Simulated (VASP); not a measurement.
# Mn2RuN3 (P-6m2) in VASP: a series of runs

Runs on Mn2RuN3. Level: PBE. Tasks: single point.

Everything below comes from runs of VASP 6.6.1. Logs are shortened: lines on timing, memory, paths and dates and some standing lists are left out, and cuts for length are marked.

## (1) The cell of the first run

The structure is hexagonal, space group P-6m2 (No. 187). Conventional cell: a = 3.465 Å, b = 3.465 Å, c = 8.208 Å, α = 90.00°, β = 90.00°, γ = 120.00°. Within 1.9 Å of Mn (site symmetry -6m2) lie 2 N at 1.41 Å. Mn (site symmetry -6m2) has 5 N at 2.00 to 2.69 Å within 2.7 Å. Ru (site symmetry -6m2) has 3 Mn at 2.00 Å and 6 N at 2.45 Å within 2.7 Å. N (site symmetry 3m) has 1 Mn at 1.41 Å within 1.9 Å. Within 2.7 Å of N (site symmetry -6m2) lie 3 Mn at 2.00 Å.

The cell was generated, and may not be a known phase.

## (2) Single point, PBE, collinear spin, ferromagnetic start

File INCAR:

```
SYSTEM = Mn2RuN3
ALGO     = Normal         ! electronic algorithm
EDIFF    = 1E-6           ! SCF threshold, eV
ENCUT    = 520            ! plane-wave cutoff, eV
GGA      = PE             ! functional
ISIF     = 2              ! what is computed and relaxed
ISMEAR   = 0              ! smearing method
ISPIN    = 2              ! spin polarisation
LASPH    = .TRUE.         ! aspherical terms in the spheres
LCHARG   = .FALSE.        ! write CHGCAR
LMAXMIX  = 4              ! l up to which the mixer works
LORBIT   = 11             ! projections on sites
LREAL    = .FALSE.        ! projectors in reciprocal space
LWAVE    = .FALSE.        ! write WAVECAR
MAGMOM   = 4 4 1 0 0 0    ! initial moments
NBANDS   = 40             ! bands
NELM     = 150            ! most SCF steps
PREC     = Accurate       ! precision mode
SIGMA    = 0.1            ! smearing width, eV
```

File KPOINTS:

```
k-points
0
G
  6 6 2
  0 0 0
```

File POSCAR:

```
Mn2RuN3
1.0
    3.4648603400      0.0000000000      0.0000000000
   -1.7324301700      3.0006570800      0.0000000000
    0.0000000000      0.0000000000      8.2082437800
Mn Ru N
2 1 3
Direct
    0.3333333300      0.6666666700      0.5000000000
    0.3333333300      0.6666666700      0.0000000000
    0.6666666700      0.3333333300      0.5000000000
    0.3333333300      0.6666666700      0.3282052200
    0.3333333300      0.6666666700      0.6717947800
    0.6666666700      0.3333333300      0.0000000000
```

Potentials or basis: VASP PAW PBE potentials, release 64 (Mn_pv, Ru_pv, N).

The run is started by

```bash
cat potpaw_PBE.64/Mn_pv/POTCAR potpaw_PBE.64/Ru_pv/POTCAR potpaw_PBE.64/N/POTCAR > POTCAR
mpirun -np 1 vasp_std > vasp.out
```

OUTCAR:

```text
SYSTEM = Mn2RuN3
   EDIFF = 1E-6
   ENCUT = 520
   GGA = PE
   ISIF = 2
   ISMEAR = 0
   ISPIN = 2
   LASPH = .TRUE.
   LORBIT = 11
   LREAL = .FALSE.
   NELM = 150
   PREC = Accurate

 ion  position               nearest neighbor table
   1  0.333  0.667  0.500-   4 1.41   5 1.41   3 2.00   3 2.00   3 2.00
   2  0.333  0.667  0.000-   6 2.00   6 2.00   6 2.00
   3  0.667  0.333  0.500-   1 2.00   1 2.00   1 2.00   4 2.45   5 2.45   4 2.45   5 2.45   5 2.45
                             4 2.45
   4  0.333  0.667  0.328-   1 1.41   3 2.45   3 2.45   3 2.45
   5  0.333  0.667  0.672-   1 1.41   3 2.45   3 2.45   3 2.45
   6  0.667  0.333  0.000-   2 2.00   2 2.00   2 2.00

  LATTYP: Found a hexagonal cell.
 ALAT       =     3.4648603400
 C/A-ratio  =     2.3689970084

  Lattice vectors:

 A1 = (   3.4648603400,   0.0000000000,   0.0000000000)
 A2 = (  -1.7324301700,   3.0006570800,   0.0000000000)
 A3 = (   0.0000000000,   0.0000000000,   8.2082437800)

Analysis of symmetry for initial positions (statically):
=====================================================================
 Subroutine PRICEL returns:
 Original cell was already a primitive cell.

 Routine SETGRP: Setting up the symmetry group for a
 hexagonal supercell.

 Subroutine GETGRP returns: Found 12 space group operations
 (whereof 12 operations were pure point group operations)
 out of a pool of 24 trial point group operations.

The static configuration has the point symmetry D_3h.

Analysis of symmetry for dynamics (positions and initial velocities):
=====================================================================
 Subroutine PRICEL returns:
 Original cell was already a primitive cell.

 Routine SETGRP: Setting up the symmetry group for a
 hexagonal supercell.

 Subroutine GETGRP returns: Found 12 space group operations
 (whereof 12 operations were pure point group operations)
 out of a pool of 24 trial point group operations.

The dynamic configuration has the point symmetry D_3h.

Analysis of structural, dynamic, and magnetic symmetry:
=====================================================================
 Subroutine PRICEL returns:
 Original cell was already a primitive cell.

 Routine SETGRP: Setting up the symmetry group for a
 hexagonal supercell.

 Subroutine GETGRP returns: Found 12 space group operations
 (whereof 12 operations were pure point group operations)
 out of a pool of 24 trial point group operations.

The overall configuration has the point symmetry D_3h.

 Subroutine INISYM returns: Found 12 space group operations
 (whereof 12 operations are pure point group operations),
 and found     1 'primitive' translations

----------------------------------------------------------------------------------------

                                     Primitive cell

  volume of cell :      85.3399

  direct lattice vectors                    reciprocal lattice vectors
     3.464860340  0.000000000  0.000000000     0.288611921  0.166630170  0.000000000
    -1.732430170  3.000657080  0.000000000     0.000000000  0.333260340  0.000000000
     0.000000000  0.000000000  8.208243780     0.000000000  0.000000000  0.121828740

  length of vectors
     3.464860340  3.464860344  8.208243780     0.333260341  0.333260340  0.121828740

  position of ions in fractional coordinates (direct lattice)
     0.333333330  0.666666670  0.500000000
     0.333333330  0.666666670  0.000000000
     0.666666670  0.333333330  0.500000000
     0.333333330  0.666666670  0.328205220
     0.333333330  0.666666670  0.671794780
     0.666666670  0.333333330  0.000000000

  ion indices of the primitive-cell ions
   primitive index   ion index
                 1           1
                 2           2
                 3           3
                 4           4
                 5           5
                 6           6

----------------------------------------------------------------------------------------

 KPOINTS: k-points

Automatic generation of k-mesh.
 Grid dimensions read from file:
 generate k-points for:    6    6    2

 Generating k-lattice:

  Cartesian coordinates                     Fractional coordinates (reciprocal lattice)
     0.048101987  0.027771695  0.000000000     0.166666667 -0.000000000  0.000000000
     0.000000000  0.055543390  0.000000000     0.000000000  0.166666667  0.000000000
     0.000000000  0.000000000  0.060914370     0.000000000  0.000000000  0.500000000

  Length of vectors
     0.055543390  0.055543390  0.060914370

  Shift w.r.t. Gamma in fractional coordinates (k-lattice)
     0.000000000  0.000000000  0.000000000

 Subroutine IBZKPT returns following result:
 ===========================================

 Found     14 irreducible k-points:

 Following reciprocal coordinates:
            Coordinates               Weight
  0.000000  0.000000  0.000000      1.000000
  0.166667  0.000000  0.000000      6.000000
  0.333333  0.000000  0.000000      6.000000
  0.500000  0.000000  0.000000      3.000000
  0.166667  0.166667  0.000000      6.000000
  0.333333  0.166667  0.000000     12.000000
  0.333333  0.333333  0.000000      2.000000
  0.000000  0.000000  0.500000      1.000000
  0.166667  0.000000  0.500000      6.000000
  0.333333  0.000000  0.500000      6.000000
  0.500000  0.000000  0.500000      3.000000
  0.166667  0.166667  0.500000      6.000000
  0.333333  0.166667  0.500000     12.000000
  0.333333  0.333333  0.500000      2.000000
   k-points           NKPTS =     14   k-points in BZ     NKDIM =     14   number of bands    NBANDS=     40
   number of dos      NEDOS =    301   number of ions     NIONS =      6
   total plane-waves  NPLWV =  50176
   dimension x,y,z NGX =    28 NGY =   28 NGZ =   64
   dimension x,y,z NGXF=    56 NGYF=   56 NGZF=  128
   ions per type =               2   1   3
   NGX,Y,Z   is equivalent  to a cutoff of  13.43, 13.43, 12.96 a.u.
   NGXF,Y,Z  is equivalent  to a cutoff of  26.87, 26.87, 25.92 a.u.
 SYSTEM =  Mn2RuN3
   PREC   = accura    normal or accurate (medium, high low for compatibility)
   ISTART =      0    job   : 0-new  1-cont  2-samecut
   ICHARG =      2    charge: 1-file 2-atom 10-const
   ISPIN  =      2    spin polarized calculation?
   LNONCOLLINEAR =      F non collinear calculations
   LSORBIT =      F    spin-orbit coupling
   LASPH  =      T    aspherical Exc in radial PAW
   ENCUT  =  520.0 eV  38.22 Ry    6.18 a.u.   6.44  6.44 15.26*2*pi/ulx,y,z
   NELM   =    150;   NELMIN=  2; NELMDL= -5     # of ELM steps
   EDIFF  = 0.1E-05   stopping-criterion for ELM
   LREAL  =      F    real-space projection
[... 7 lines left out ...]
   TEBEG  =    0.0;   TEEND  =   0.0 temperature during run
   PSTRESS=    0.0 pullay stress
   NELECT =      55.0000    total number of electrons
   NUPDOWN=      -1.0000    fix difference up-down
   EMIN   =  10.00;   EMAX   =-10.00  energy-range for DOS
   EFERMI =   0.00;   METHOD = LEGACY
   ISMEAR =     0;   SIGMA  =   0.10  broadening in eV -4-tet -1-fermi 0-gaus
   EFERMI_NEDOS =   21; number of points for ismear=-14 and -15
   IALGO  =     38    algorithm
   IMIX   =      4    mixing-type and parameters
     AMIX     =   0.40;   BMIX     =  1.00
     AMIX_MAG =   1.60;   BMIX_MAG =  1.00
  volume/ion in A,a.u.               =      14.22        95.98
  Fermi-wavevector in a.u.,A,eV,Ry     =   1.414094  2.672250 27.207051  1.999662
  Thomas-Fermi vector in A             =   2.535672
   LORBIT       =     11    0 simple, 1 ext, 2 COOP (PROOUT), +10 PAW based schemes
   GGA     = PE    functional components
   LHFCALC =     F    Hartree Fock is set to
   AEXX    =    0.0000 exact exchange contribution
   IVDW    =     0    specifies the selected vdW correction
   LEPSILON=     F    determine dielectric tensor
   LRPA    =     F    only Hartree local field effects (RPA)
 spin polarized calculation
 Gauss-broadening in eV      SIGMA  =   0.10
  energy-cutoff  :      520.00
  volume of cell :       85.34
 maximum number of plane-waves:      2346
 NGX is ok and might be reduce to    28
   NGX = 13   NGY = 13   NGZ = 31

 number of electron      55.0000002 magnetization       0.9322639

 Free energy of the ion-electron system (eV)
  ---------------------------------------------------
  ext. energy  EPLUGINS =         0.00000000
  ---------------------------------------------------
  free energy    TOTEN  =       -35.31680836 eV

  energy without entropy =      -35.28598082  energy(sigma->0) =      -35.30139459

 E-fermi :   4.4651     XC(G=0): -10.3352

 val. band max:        4.4591378382   @ k =   0.0000   0.0000   0.5000
 cond. band min:       4.4662759049   @ k =   0.3333   0.0000   0.0000
 fundamental gap:      0.0071380667
 Fermi energy:         4.4650771746

 spin component 1

 k-point     1 :       0.0000    0.0000    0.0000
  band No.  band energies     occupation
      1     -46.7585      1.00000
      2     -44.9976      1.00000
      3     -44.9976      1.00000
      4     -44.0740      1.00000
      5     -44.0740      1.00000
      6     -43.6230      1.00000
[... 31 lines left out ...]
     38      10.6083      0.00000
     39      13.5971      0.00000

 k-point     2 :       0.1667    0.0000    0.0000
  band No.  band energies     occupation
      1     -46.7550      1.00000
      2     -45.0199      1.00000
      3     -44.9475      1.00000
      4     -44.0789      1.00000
      5     -44.0753      1.00000
      6     -43.6226      1.00000
[... 493 lines left out ...]
     38      12.4302      0.00000
     39      12.6897      0.00000

 k-point    14 :       0.3333    0.3333    0.5000
  band No.  band energies     occupation
      1     -46.7431      1.00000
      2     -45.1409      1.00000
      3     -44.7148      1.00000
      4     -44.0896      1.00000
      5     -44.0856      1.00000
      6     -43.6212      1.00000
[... 31 lines left out ...]
     38      11.2571      0.00000
     39      13.6170      0.00000
 Fermi energy:         4.4650771746

 spin component 2

 k-point     1 :       0.0000    0.0000    0.0000
  band No.  band energies     occupation
      1     -46.6599      1.00000
      2     -44.8553      1.00000
      3     -44.8553      1.00000
      4     -43.7937      1.00000
      5     -43.7937      1.00000
      6     -43.2310      1.00000
[... 31 lines left out ...]
     38      10.6979      0.00000
     39      13.6690      0.00000

 k-point     2 :       0.1667    0.0000    0.0000
  band No.  band energies     occupation
      1     -46.6566      1.00000
      2     -44.8770      1.00000
      3     -44.8062      1.00000
      4     -43.7986      1.00000
      5     -43.7950      1.00000
      6     -43.2306      1.00000
[... 493 lines left out ...]
     38      12.5133      0.00000
     39      12.7150      0.00000

 k-point    14 :       0.3333    0.3333    0.5000
  band No.  band energies     occupation
      1     -46.6453      1.00000
      2     -44.9949      1.00000
      3     -44.5789      1.00000
      4     -43.8097      1.00000
      5     -43.8055      1.00000
      6     -43.2291      1.00000
[... 31 lines left out ...]
     38      11.4402      0.00000
     39      13.6349      0.00000
 [bands above 39 left out]

------------------------ aborting loop because EDIFF is reached ----------------------------------------

  FORCE on cell =-STRESS in cart. coord.  units (eV):
  Direction    XX          YY          ZZ          XY          YZ          ZX
  --------------------------------------------------------------------------------------
  -------------------------------------------------------------------------------------
  Total       16.8183625     16.8183626     52.3333344     -0.0000000      0.0000000      0.0000000
  in kB      315.7489717    315.7489728    982.5092380     -0.0000000      0.0000000      0.0000000
  external PRESSURE =     538.0023942 kB  Pullay stress =       0.0000000 kB

 VOLUME and BASIS-vectors are now :
 -----------------------------------------------------------------------------
  energy-cutoff  :      520.00
  volume of cell :       85.34
      direct lattice vectors                 reciprocal lattice vectors
     3.464860340  0.000000000  0.000000000     0.288611921  0.166630170  0.000000000
    -1.732430170  3.000657080  0.000000000     0.000000000  0.333260340  0.000000000
     0.000000000  0.000000000  8.208243780     0.000000000  0.000000000  0.121828740

 POSITION                                       TOTAL-FORCE (eV/Angst)
 -----------------------------------------------------------------------------------
     -0.00000      2.00044      4.10412        -0.000000      0.000000      0.000000
     -0.00000      2.00044      0.00000        -0.000000      0.000000      0.000000
      1.73243      1.00022      4.10412         0.000000      0.000000      0.000000
     -0.00000      2.00044      2.69399         0.000000     -0.000000    -21.866488
     -0.00000      2.00044      5.51426         0.000000     -0.000000     21.866488
      1.73243      1.00022      0.00000        -0.000000      0.000000      0.000000
 -----------------------------------------------------------------------------------
    total drift:                                0.000043     -0.000025     -0.000000

  FREE ENERGIE OF THE ION-ELECTRON SYSTEM (eV)
  ---------------------------------------------------
  free  energy   TOTEN  =       -35.3168083631 eV

  energy  without entropy=      -35.2859808173  energy(sigma->0) =      -35.30139459

 total charge

# of ion       s       p       d       tot
------------------------------------------
    1        0.785   7.276   6.370  14.430
    2        0.257   6.199   4.996  11.452
    3        0.410   6.263   6.424  13.097
    4        1.373   2.347   0.000   3.721
    5        1.373   2.347   0.000   3.721
    6        1.273   2.247   0.000   3.520
--------------------------------------------------
tot          5.471  26.679  17.790  49.940

 magnetization (x)

# of ion       s       p       d       tot
------------------------------------------
    1        0.004   0.013   0.105   0.122
    2        0.003   0.001   0.291   0.295
    3        0.009   0.008   0.493   0.511
    4        0.002   0.010   0.000   0.012
    5        0.002   0.010   0.000   0.012
    6       -0.002  -0.061   0.000  -0.063
--------------------------------------------------
tot          0.019  -0.019   0.889   0.889
```

Wall time 2 min (1 thread of Intel Xeon 6975P-C (Granite Rapids), shared host); peak memory 0.29 GiB.

Results:

```
Free energy                                           : -35.3168 eV
Pressure                                              : 53.8 GPa
Largest force                                         : 21.866 eV/Å
Net moment                                            : 0.93 μB per cell
Site moments                                          : Mn +0.12, +0.29; Ru +0.51; N +0.01, -0.06 (each value once) μB
Valence electrons inside the program's atomic spheres : Mn 14.43, 11.45; Ru 13.10; N 3.72, 3.52 (each value once)
```

Forces on the atoms (eV/Å):
```
Mn    0.000   0.000   0.000
Mn    0.000   0.000   0.000
Ru    0.000   0.000   0.000
N     0.000   0.000 -21.866
N     0.000   0.000  21.866
N     0.000   0.000   0.000
```

Stress tensor (GPa, compression positive):
```
31.57  0.00  0.00
 0.00 31.57  0.00
 0.00  0.00 98.25
```

Caveat: the k points lie up to 0.38 Å⁻¹ apart; atoms lie so close that the PAW spheres overlap strongly, which falsifies energies and pressures; forces of over 1 eV/Å act on the atoms, so gaps and moduli don't describe the material at rest.

(Continued in part 2 of 2.)
